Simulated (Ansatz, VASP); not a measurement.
**BaC2: VASP beside Ansatz**

```
Ba C
1.0
    -2.20352    2.20352    3.81622
     2.20352   -2.20352    3.81622
     2.20352    2.20352   -3.81622
Ba C
1 2
Direct
  0.00000 0.00000 0.00000
  0.58701 0.58701 0.00000
  0.41299 0.41299 0.00000
```

Change from the starting cell: strain +0.000 along x and y, +0.050 along z, atoms carried along.

Alike in both runs: task single point; functional LDA; k mesh 10 × 10 × 10; occupations gaussian, width 0.05 eV; no spin polarisation.

```csv
,VASP,Ansatz
version,VASP 6.6.1,Ansatz 0.2.0
potentials or method,"VASP PAW LDA potentials, release 64 (Ba_sv, C), cutoff 520 eV","scalar-relativistic, plane waves, PAW"
valence electrons in the cell,18,18
```

```csv
,VASP,Ansatz,Ansatz less VASP
gap on the k mesh at the Fermi level (eV),1.48,1.51,+0.034
least direct gap on the mesh (eV),2.02,2.04,+0.024
pressure (GPa),-8.5,-9.0,-0.48
"traceless stress, the component that is largest in VASP (GPa)",-10.24,-10.33,-0.088
rms of the force components (eV/Å),1.948,1.979,+0.0311
```

LDA's correlation is that of Perdew and Zunger in VASP and of Perdew and Wang (1992) in Ansatz. Atom by atom the forces differ by 0.031 eV/Å (rms over components).

Neither program's run includes spin-orbit coupling.
